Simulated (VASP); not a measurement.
# Al8N in VASP: further runs

The runs below take Al8N through single point, with PBE.

Everything below comes from runs of VASP 6.6.1. Logs are shortened: lines on timing, memory, paths and dates and some standing lists are left out, and cuts for length are marked.

**1. The cell of the first run**

The cell holds a slab with vacuum, 9 atoms: a = 2.854 Å, b = 2.854 Å, c = 33.476 Å, α = 90.00°, β = 90.00°, γ = 120.00°.

**2. Single point, PBE**

INCAR

```
ALGO = Normal
DIPOL = 0.5 0.5 0.400
EDIFF = 1E-7
ENCUT = 520
GGA = PE
IDIPOL = 3
ISIF = 2
ISMEAR = 0
LASPH = True
LCHARG = False
LDIPOL = True
LREAL = False
LWAVE = False
NBANDS = 24
NELM = 100
PREC = Accurate
SIGMA = 0.1
```

KPOINTS

```
k-points
0
Gamma
  9 9 1
```

POSCAR

```
Al8N
1.0
    2.8543223330      0.0000000000      0.0000000000
   -1.4271611665      2.4719156510      0.0000000000
    0.0000000000      0.0000000000     33.4760593533
Al N
8 1
Direct
    0.3333333333      0.6666666667      0.1194883770
    0.0000000000      0.0000000000      0.1895622803
    0.6666666667      0.3333333333      0.2596361837
    0.0000000000      0.0000000000      0.3297100869
    0.3333333333      0.6666666667      0.3992195594
    0.0000000000      0.0000000000      0.4696536480
    0.6666666667      0.3333333333      0.5400996810
    0.0000000000      0.0000000000      0.6116627748
    0.0000000000      0.0000000000      0.6854468476
```

Potentials or basis: VASP PAW PBE potentials, release 64 (Al, N).

On the command line:

```console
$ cat potpaw_PBE.64/Al/POTCAR potpaw_PBE.64/N/POTCAR > POTCAR
$ mpirun -np 1 vasp_std > vasp.out
```

OUTCAR:

```text
EDIFF = 1E-7
   ENCUT = 520
   GGA = PE
   ISIF = 2
   ISMEAR = 0
   LASPH = True
   LREAL = False
   NELM = 100
   PREC = Accurate

 ion  position               nearest neighbor table
   1  0.333  0.667  0.119-   2 2.87   2 2.87   2 2.87
   2  0.000  0.000  0.190-   1 2.87   1 2.87   1 2.87   3 2.87   3 2.87   3 2.87
   3  0.667  0.333  0.260-   4 2.87   4 2.87   4 2.87   2 2.87   2 2.87   2 2.87
   4  0.000  0.000  0.330-   5 2.85   5 2.85   5 2.85   3 2.87   3 2.87   3 2.87
   5  0.333  0.667  0.399-   4 2.85   4 2.85   4 2.85   6 2.88   6 2.88   6 2.88
   6  0.000  0.000  0.470-   5 2.88   5 2.88   5 2.88   7 2.88   7 2.88   7 2.88
   7  0.667  0.333  0.540-   6 2.88   6 2.88   6 2.88   8 2.91   8 2.91   8 2.91
   8  0.000  0.000  0.612-   9 2.47   7 2.91   7 2.91   7 2.91
   9  0.000  0.000  0.685-   8 2.47

  LATTYP: Found a hexagonal cell.
 ALAT       =     2.8543223330
 C/A-ratio  =    11.7281986573

  Lattice vectors:

 A1 = (   2.8543223330,   0.0000000000,   0.0000000000)
 A2 = (  -1.4271611665,   2.4719156510,   0.0000000000)
 A3 = (   0.0000000000,   0.0000000000,  33.4760593533)

Analysis of symmetry for initial positions (statically):
=====================================================================
 Subroutine PRICEL returns:
 Original cell was already a primitive cell.

 Routine SETGRP: Setting up the symmetry group for a
 hexagonal supercell.

 Subroutine GETGRP returns: Found  6 space group operations
 (whereof  6 operations were pure point group operations)
 out of a pool of 24 trial point group operations.

The static configuration has the point symmetry C_3v.

Analysis of symmetry for dynamics (positions and initial velocities):
=====================================================================
 Subroutine PRICEL returns:
 Original cell was already a primitive cell.

 Routine SETGRP: Setting up the symmetry group for a
 hexagonal supercell.

 Subroutine GETGRP returns: Found  6 space group operations
 (whereof  6 operations were pure point group operations)
 out of a pool of 24 trial point group operations.

The dynamic configuration has the point symmetry C_3v.

 Subroutine INISYM returns: Found  6 space group operations
 (whereof  6 operations are pure point group operations),
 and found     1 'primitive' translations

----------------------------------------------------------------------------------------

                                     Primitive cell

  volume of cell :     236.1952

  direct lattice vectors                    reciprocal lattice vectors
     2.854322333  0.000000000  0.000000000     0.350345856  0.202272274  0.000000000
    -1.427161166  2.471915651  0.000000000     0.000000000  0.404544548  0.000000000
     0.000000000  0.000000000 33.476059353     0.000000000  0.000000000  0.029872094

  length of vectors
     2.854322333  2.854322333 33.476059353     0.404544548  0.404544548  0.029872094

  position of ions in fractional coordinates (direct lattice)
     0.333333333  0.666666667  0.119488377
     0.000000000  0.000000000  0.189562280
     0.666666667  0.333333333  0.259636184
     0.000000000  0.000000000  0.329710087
     0.333333333  0.666666667  0.399219559
     0.000000000  0.000000000  0.469653648
     0.666666667  0.333333333  0.540099681
     0.000000000  0.000000000  0.611662775
     0.000000000  0.000000000  0.685446848

  ion indices of the primitive-cell ions
   primitive index   ion index
                 1           1
                 2           2
                 3           3
                 4           4
                 5           5
                 6           6
                 7           7
                 8           8
                 9           9

----------------------------------------------------------------------------------------

 KPOINTS: k-points

Automatic generation of k-mesh.
 Grid dimensions read from file:
 generate k-points for:    9    9    1

 Generating k-lattice:

  Cartesian coordinates                     Fractional coordinates (reciprocal lattice)
     0.038927317  0.022474697  0.000000000     0.111111111 -0.000000000  0.000000000
     0.000000000  0.044949394  0.000000000     0.000000000  0.111111111  0.000000000
     0.000000000  0.000000000  0.029872094     0.000000000  0.000000000  1.000000000

  Length of vectors
     0.044949394  0.044949394  0.029872094

  Shift w.r.t. Gamma in fractional coordinates (k-lattice)
     0.000000000  0.000000000  0.000000000

 Subroutine IBZKPT returns following result:
 ===========================================

 Found     12 irreducible k-points:

 Following reciprocal coordinates:
            Coordinates               Weight
  0.000000  0.000000  0.000000      1.000000
  0.111111  0.000000  0.000000      6.000000
  0.222222  0.000000  0.000000      6.000000
  0.333333  0.000000  0.000000      6.000000
  0.444444  0.000000  0.000000      6.000000
  0.111111  0.111111  0.000000      6.000000
  0.222222  0.111111  0.000000     12.000000
  0.333333  0.111111  0.000000     12.000000
  0.444444  0.111111  0.000000      6.000000
  0.222222  0.222222  0.000000      6.000000
  0.333333  0.222222  0.000000     12.000000
  0.333333  0.333333  0.000000      2.000000
   k-points           NKPTS =     12   k-points in BZ     NKDIM =     12   number of bands    NBANDS=     24
   number of dos      NEDOS =    301   number of ions     NIONS =      9
   total plane-waves  NPLWV = 144000
   dimension x,y,z NGX =    24 NGY =   24 NGZ =  250
   dimension x,y,z NGXF=    48 NGYF=   48 NGZF=  500
   ions per type =               8   1
   NGX,Y,Z   is equivalent  to a cutoff of  13.98, 13.98, 12.42 a.u.
   NGXF,Y,Z  is equivalent  to a cutoff of  27.96, 27.96, 24.83 a.u.
 SYSTEM =  unknown system
   PREC   = accura    normal or accurate (medium, high low for compatibility)
   ISTART =      0    job   : 0-new  1-cont  2-samecut
   ICHARG =      2    charge: 1-file 2-atom 10-const
   ISPIN  =      1    spin polarized calculation?
   LNONCOLLINEAR =      F non collinear calculations
   LSORBIT =      F    spin-orbit coupling
   LASPH  =      T    aspherical Exc in radial PAW
   ENCUT  =  520.0 eV  38.22 Ry    6.18 a.u.   5.31  5.31 62.24*2*pi/ulx,y,z
   NELM   =    100;   NELMIN=  2; NELMDL= -5     # of ELM steps
   EDIFF  = 0.1E-06   stopping-criterion for ELM
   LREAL  =      F    real-space projection
   EDIFFG = 0.1E-05   stopping-criterion for IOM
   NSW    =      0    number of steps for IOM
   IBRION =     -1    ionic relax: 0-MD 1-quasi-New 2-CG
   NFREE  =      0    steps in history (QN), initial steepest desc. (CG)
   ISIF   =      2    stress and relaxation
   ISYM   =      2    0-nonsym 1-usesym 2-fastsym
   POTIM  = 0.5000    time-step for ionic-motion
   TEBEG  =    0.0;   TEEND  =   0.0 temperature during run
   PSTRESS=    0.0 pullay stress
   NELECT =      29.0000    total number of electrons
   NUPDOWN=      -1.0000    fix difference up-down
   EMIN   =  10.00;   EMAX   =-10.00  energy-range for DOS
   EFERMI =   0.00;   METHOD = LEGACY
   ISMEAR =     0;   SIGMA  =   0.10  broadening in eV -4-tet -1-fermi 0-gaus
   EFERMI_NEDOS =   21; number of points for ismear=-14 and -15
   IALGO  =     38    algorithm
   IMIX   =      4    mixing-type and parameters
     AMIX     =   0.40;   BMIX     =  1.00
     AMIX_MAG =   1.60;   BMIX_MAG =  1.00
  volume/ion in A,a.u.               =      26.24       177.10
  Fermi-wavevector in a.u.,A,eV,Ry     =   0.813674  1.537621  9.007949  0.662066
  Thomas-Fermi vector in A             =   1.923442
   LORBIT       =      0    0 simple, 1 ext, 2 COOP (PROOUT), +10 PAW based schemes
   GGA     = PE    functional components
   LHFCALC =     F    Hartree Fock is set to
   AEXX    =    0.0000 exact exchange contribution
   IVDW    =     0    specifies the selected vdW correction
   LEPSILON=     F    determine dielectric tensor
   LRPA    =     F    only Hartree local field effects (RPA)
 non-spin polarized calculation
 Gauss-broadening in eV      SIGMA  =   0.10
  energy-cutoff  :      520.00
  volume of cell :      236.20
 maximum number of plane-waves:      6403
 NGX is ok and might be reduce to    24
   NGX = 11   NGY = 11   NGZ =125

 number of electron      29.0000000 magnetization

 dipolmoment           0.000000      0.000000      0.156078 electrons x Angstroem

 Free energy of the ion-electron system (eV)
  ---------------------------------------------------
  ext. energy  EPLUGINS =         0.00000000
  ---------------------------------------------------
  free energy    TOTEN  =       -32.67837660 eV

  energy without entropy =      -32.65658975  energy(sigma->0) =      -32.66748318

 E-fermi :   2.2030     XC(G=0):  -6.7537

 val. band max:        2.1524380980   @ k =   0.3333   0.2222   0.0000
 cond. band min:       2.2284294634   @ k =   0.0000   0.0000   0.0000
 fundamental gap:      0.0759913654
 Fermi energy:         2.2029867127

 k-point     1 :       0.0000    0.0000    0.0000
  band No.  band energies     occupation
      1     -10.7206      2.00000
      2      -8.8772      2.00000
      3      -8.5593      2.00000
      4      -8.1002      2.00000
      5      -7.3989      2.00000
      6      -6.5846      2.00000
[... 16 lines left out ...]
     23      11.1690      0.00000
     24      12.4797      0.00000

 k-point     2 :       0.1111    0.0000    0.0000
  band No.  band energies     occupation
      1     -10.5852      2.00000
      2      -8.5788      2.00000
      3      -8.2617      2.00000
      4      -7.8038      2.00000
      5      -7.1041      2.00000
      6      -6.2917      2.00000
[... 16 lines left out ...]
     23       9.8544      0.00000
     24      10.1069      0.00000
[... 241 lines left out ...]
     23       3.5453      0.00000
     24       3.8847      0.00000

 k-point    12 :       0.3333    0.3333    0.0000
  band No.  band energies     occupation
      1      -9.1547      2.00000
      2      -1.1413      2.00000
      3      -1.0002      2.00000
      4      -0.9999      2.00000
      5      -0.8636      2.00000
      6      -0.7168      2.00000
[... 16 lines left out ...]
     23       3.3890      0.00000
     24       3.5986      0.00000

------------------------ aborting loop because EDIFF is reached ----------------------------------------

 vacuum level on the upper side and lower side of the slab       (xc-potential included)         1.961        -1.978

  FORCE on cell =-STRESS in cart. coord.  units (eV):
  Direction    XX          YY          ZZ          XY          YZ          ZX
  --------------------------------------------------------------------------------------
  -------------------------------------------------------------------------------------
  Total       -3.0722311     -3.0722311     -5.8024842      0.0000000      0.0000000      0.0000000
  in kB      -20.8397964    -20.8397964    -39.3598614      0.0000000      0.0000000      0.0000000
  external PRESSURE =     -27.0131514 kB  Pullay stress =       0.0000000 kB

 VOLUME and BASIS-vectors are now :
 -----------------------------------------------------------------------------
  energy-cutoff  :      520.00
  volume of cell :      236.20
      direct lattice vectors                 reciprocal lattice vectors
     2.854322333  0.000000000  0.000000000     0.350345856  0.202272274  0.000000000
    -1.427161166  2.471915651  0.000000000     0.000000000  0.404544548  0.000000000
     0.000000000  0.000000000 33.476059353     0.000000000  0.000000000  0.029872094

 POSITION                                       TOTAL-FORCE (eV/Angst)
 -----------------------------------------------------------------------------------
     -0.00000      1.64794      4.00000         0.000000     -0.000000     -0.059223
      0.00000      0.00000      6.34580        -0.000000      0.000000      0.071688
      1.42716      0.82397      8.69160        -0.000000      0.000000     -0.021869
      0.00000      0.00000     11.03739         0.000000      0.000000     -0.064352
     -0.00000      1.64794     13.36430        -0.000000      0.000000      0.216060
      0.00000      0.00000     15.72215        -0.000000      0.000000     -0.164778
      1.42716      0.82397     18.08041         0.000000     -0.000000      0.100558
      0.00000      0.00000     20.47606        -0.000000      0.000000      2.194577
      0.00000      0.00000     22.94606         0.000000     -0.000000     -2.272661
 -----------------------------------------------------------------------------------
    total drift:                               -0.000000     -0.000000      0.000316

  FREE ENERGIE OF THE ION-ELECTRON SYSTEM (eV)
  ---------------------------------------------------
  free  energy   TOTEN  =       -32.6783766017 eV

  energy  without entropy=      -32.6565897542  energy(sigma->0) =      -32.66748318

 vacuum level on the upper side and lower side of the slab        10.142         6.133
```

Wall time 5.9 min (1 thread of Intel Xeon Platinum 8488C (Sapphire Rapids), shared host); peak memory 0.38 GiB.

Results:

| Quantity | Value |
| --- | --- |
| Free energy | -32.6784 eV |
| Largest force | 2.273 eV/Å |

Forces in eV/Å, atoms in the order of the input:
```
Al   0.000  0.000 -0.059
Al   0.000  0.000  0.072
Al   0.000  0.000 -0.022
Al   0.000  0.000 -0.064
Al   0.000  0.000  0.216
Al   0.000  0.000 -0.165
Al   0.000  0.000  0.101
Al   0.000  0.000  2.195
N    0.000  0.000 -2.273
```

**3. Single point, PBE**

INCAR

```
PREC = Accurate
ENCUT = 520
EDIFF = 1E-7
ISMEAR = 0
SIGMA = 0.1
LREAL = False
LASPH = True
NELM = 60
ALGO = Normal
ISIF = 2
LWAVE = False
LCHARG = False
LDIPOL = True
IDIPOL = 3
DIPOL = 0.5 0.5 0.404
GGA = PE
NBANDS = 24
```

KPOINTS

```
regular mesh
0
Gamma
  9 9 1
```

POSCAR, as its differences from that of step 2:

```diff
@@ -16,2 +16,2 @@
     0.0000000000      0.0000000000      0.6116627748
-    0.0000000000      0.0000000000      0.6854468476
+    0.0000000000      0.0000000000      0.7212933607
```

Potentials or basis: VASP PAW PBE potentials, release 64 (Al, N).

On the command line:

```console
$ cat potpaw_PBE.64/Al/POTCAR potpaw_PBE.64/N/POTCAR > POTCAR
$ mpirun -np 1 vasp_std > vasp.out
```

Run time: 6.5 min. Hardware: 1 thread of Intel Xeon Platinum 8488C (Sapphire Rapids), shared host; peak memory 0.37 GiB.

It converged, with:

```yaml
Free_energy: -31.2587 eV
Largest_force: 0.416 eV/Å
```

Forces in eV/Å, atoms in the order of the input:
```
Al   0.000  0.000 -0.085
Al   0.000  0.000  0.035
Al   0.000  0.000  0.000
Al   0.000  0.000 -0.117
Al   0.000  0.000  0.189
Al   0.000  0.000 -0.048
Al   0.000  0.000 -0.031
Al   0.000  0.000  0.416
N    0.000  0.000 -0.358
```

Levels at points of the mesh, in eV from the Fermi level:
```
           k point  band 10  band 11  band 12  band 13  band 14  band 15  band 16  band 17
(0.00, 0.00, 0.00)    -3.95    -2.37    -1.16    -0.50     1.11     1.49     1.49     2.72
```

**4. Single point, PBE**

INCAR

```
SYSTEM = Al8N
  PREC = Accurate
  ENCUT = 520
  EDIFF = 1E-6
  ISMEAR = 0
  SIGMA = 0.1
  LREAL = .FALSE.
  LASPH = .TRUE.
  NELM = 80
  ALGO = Normal
  ISIF = 2
  LWAVE = .FALSE.
  LCHARG = .TRUE.
  LDIPOL = .TRUE.
  IDIPOL = 3
  DIPOL = 0.5 0.5 0.394
  GGA = PE
  LELF = .TRUE.
  LVHAR = .TRUE.
  LVACPOTAV = .TRUE.
  NBANDS = 24
```

KPOINTS

```
Automatic mesh
0
G
  9 9 1
  0 0 0
```

POSCAR, as its differences from that of step 3:

```diff
@@ -16,2 +16,2 @@
     0.0000000000      0.0000000000      0.6116627748
-    0.0000000000      0.0000000000      0.7212933607
+    0.3333333333     -0.3333333333      0.6280924266
```

On the command line:

```console
$ cat potpaw_PBE.64/Al/POTCAR potpaw_PBE.64/N/POTCAR > POTCAR
$ mpirun -np 1 vasp_std > vasp.out
```

Run time: 7 min. Hardware: 1 thread of Intel Xeon Platinum 8488C (Sapphire Rapids), shared host; peak memory 0.37 GiB.

The run converged. Its results:

| Property | Result |
| --- | --- |
| Free energy | -37.9449 eV |
| Largest force | 1.574 eV/Å |

Forces in eV/Å, atoms in the order of the input:
```
Al   0.000  0.000 -0.007
Al   0.000  0.000  0.032
Al   0.000  0.000 -0.080
Al   0.000  0.000 -0.023
Al   0.000  0.000  0.178
Al   0.000  0.000 -0.162
Al   0.000  0.000 -0.529
Al   0.000  0.000  1.574
N    0.000  0.000 -0.983
```

Levels at points of the mesh, in eV from the Fermi level:
```tsv
k point	band 11	band 12	band 13	band 14	band 15	band 16	band 17	band 18
(0.00, 0.00, 0.00)	-1.63	-0.37	-0.37	-0.08	1.63	3.20	4.25	5.35
```

**5. Single point, PBE**

INCAR

```
PREC = Accurate ; ENCUT = 520
EDIFF = 1E-6 ; ISMEAR = 0
SIGMA = 0.1 ; LREAL = F
LASPH = T ; NELM = 100
ALGO = Normal ; ISIF = 2
LWAVE = F ; LCHARG = F
LDIPOL = T ; IDIPOL = 3
DIPOL = 0.5 0.5 0.397 ; GGA = PE
NBANDS = 24
```

KPOINTS

```
regular mesh
0
Gamma
  9 9 1
```

POSCAR, as its differences from that of step 4:

```diff
@@ -16,2 +16,2 @@
     0.0000000000      0.0000000000      0.6116627748
-    0.3333333333     -0.3333333333      0.6280924266
+    0.3333333333     -0.3333333333      0.6507952183
```

On the command line:

```console
$ cat potpaw_PBE.64/Al/POTCAR potpaw_PBE.64/N/POTCAR > POTCAR
$ mpirun -np 1 vasp_std > vasp.out
```

Run time: 6.5 min. Hardware: 1 thread of Intel Xeon Platinum 8488C (Sapphire Rapids), shared host; peak memory 0.37 GiB.

Results (log left out):

| Quantity | Value |
| --- | --- |
| Free energy | -35.9003 eV |
| Largest force | 3.699 eV/Å |

Forces in eV/Å, atoms in the order of the input:
```
Al   0.000  0.000 -0.050
Al   0.000  0.000  0.027
Al   0.000  0.000 -0.002
Al   0.000  0.000 -0.076
Al   0.000  0.000  0.211
Al   0.000  0.000 -0.082
Al   0.000  0.000  0.011
Al   0.000  0.000  3.659
N    0.000  0.000 -3.699
```

Levels at points of the mesh, in eV from the Fermi level:
```tsv
k point	band 9	band 10	band 11	band 12	band 13	band 14	band 15	band 16	band 17	band 18
(0.00, 0.00, 0.00)	-4.86	-3.50	-2.06	-0.59	0.98	0.98	1.02	2.64	3.86	4.90
```
